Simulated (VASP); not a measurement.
A run of VASP 6.6.1 is set up as follows.

INCAR

```
SYSTEM = KF
  ALGO = Normal
  EDIFF = 1E-6
  ENCUT = 520
  GGA = PE
  ISIF = 2
  ISMEAR = 0
  LASPH = .TRUE.
  LCHARG = .FALSE.
  LREAL = .FALSE.
  LWAVE = .FALSE.
  NBANDS = 15
  NELM = 100
  PREC = Accurate
  SIGMA = 0.1
```

File KPOINTS:

```
k-points
0
G
  6 6 6
  0 0 0
```

File POSCAR:

```
KF
1.0
    3.4784067377      0.0000000000      0.0000000000
    0.0000000000      3.4784067377      0.0000000000
    0.0000000000      0.0000000000      3.4784067377
K F
1 1
Direct
    0.0000000000      0.0000000000      0.0000000000
    0.5000000000      0.5000000000      0.5000000000
```

Potentials or basis: VASP PAW PBE potentials, release 64 (K_sv, F).

Run with:

```console
$ cat potpaw_PBE.64/K_sv/POTCAR potpaw_PBE.64/F/POTCAR > POTCAR
$ mpirun -np 1 vasp_std > vasp.out
```

(1) Predict the band gap on the k mesh.

(2) What does it give for the pressure?

## Answers

(1) 5.10 eV (least direct gap 5.17 eV).

(2) -4.1 GPa.

Caveat: the cell differs from its parent crystal (Cl replaced by F, lengths x 0.911, strained); the cell stands under tension.
